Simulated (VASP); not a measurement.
Input of a VASP 6.6.1 run:

The input INCAR:

```
SYSTEM = Cu
  ALGO = Fast
  EDIFF = 1E-6
  ENCUT = 520
  GGA = PS
  ISIF = 2
  ISMEAR = 0
  LASPH = .TRUE.
  LCHARG = .FALSE.
  LREAL = .FALSE.
  LWAVE = .FALSE.
  NBANDS = 18
  NELM = 60
  PREC = Accurate
  SIGMA = 0.15
```

KPOINTS

```
k-points
0
G
  24 24 12
  0 0 0
```

Contents of POSCAR:

```
Cu
1.0
    2.6885790563      0.0000000000      0.0000000000
   -1.3442895282      2.3283777629      0.0000000000
    0.0000000000      0.0000000000      4.0514197800
Cu
2
Direct
    0.3333333333      0.6666666667      0.2500000000
    0.6666666667      0.3333333333      0.7500000000
```

Potentials or basis: VASP PAW PBE potentials, release 64 (Cu).

Launch:

```console
$ cat potpaw_PBE.64/Cu/POTCAR > POTCAR
$ mpirun -np 1 vasp_std > vasp.out
```

(1) What does it give for the band gap on the k mesh?

(2) What does it give for the pressure?

## Answers

(1) zero (bands 11 and 12 overlap by 5.32 eV).

(2) -12.7 GPa.

Caveat: the cell stands under tension; the PAW data sets were made with another functional, which shifts forces and pressure a little.
